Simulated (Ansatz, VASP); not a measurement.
**Two plane-wave programs on KCl**

Contents of INCAR:

```
SYSTEM = KCl
  PREC = Accurate
  ENCUT = 520
  EDIFF = 1E-6
  ISMEAR = 0
  SIGMA = 0.05
  LREAL = .FALSE.
  LASPH = .TRUE.
  NELM = 100
  ALGO = Normal
  ISIF = 2
  LWAVE = .FALSE.
  LCHARG = .FALSE.
  GGA = CA
  NBANDS = 15
```

KPOINTS

```
Automatic mesh
0
G
  6 6 6
  0 0 0
```

POSCAR

```
KCl
1.0
    0.0000000000      2.9667340000      3.1561000000
    2.9667340000      0.0000000000      3.1561000000
    2.9667340000      2.9667340000      0.0000000000
K Cl
1 1
Direct
    0.0000000000      0.0000000000      0.0000000000
    0.5000000000      0.5000000000      0.5000000000
```

Input for Ansatz:

```yaml
crystal:
  lattice:
    - [0.0, 2.966734, 3.1561]
    - [2.966734, 0.0, 3.1561]
    - [2.966734, 2.966734, 0.0]
  atoms:
    - { symbol: K, position: [0.0, 0.0, 0.0] }
    - { symbol: Cl, position: [0.5, 0.5, 0.5] }
basis:
  ecutwfc: 420
kpoints:
  mp_grid: { grid: [6, 6, 6] }
hamiltonian:
  xc: lda
scf:
  occupations: { method: gaussian, width: 0.05 }
output:
  forces: true
  stress: true
  eigenvalues: true
```

Change from the starting cell: strain -0.0600 x Voigt [1, 1, 0, 0, 0, 0], atoms carried along.

Alike in both runs: task single point; functional LDA; k mesh 6 × 6 × 6; occupations gaussian, width 0.05 eV; no spin polarisation.

|  | VASP | Ansatz |
| --- | --- | --- |
| version | VASP 6.6.1 | Ansatz 0.2.0 |
| potentials or method | VASP PAW LDA potentials, release 64 (K_sv, Cl), cutoff 520 eV | scalar-relativistic, plane waves, PAW |
| valence electrons in the cell | 16 | 16 |

Ansatz gave:

- gap on the k mesh at the Fermi level (eV): 5.09
- least direct gap on the mesh (eV): 5.09
- pressure (GPa): 0.5
- traceless stress, the component that is largest in VASP (GPa): -2.04

Question: Which values does VASP return?

Answer: gap on the k mesh at the Fermi level (eV): 5.10; least direct gap on the mesh (eV): 5.10; pressure (GPa): 0.6; traceless stress, the component that is largest in VASP (GPa): -2.10.

LDA's correlation is that of Perdew and Zunger in VASP and of Perdew and Wang (1992) in Ansatz.
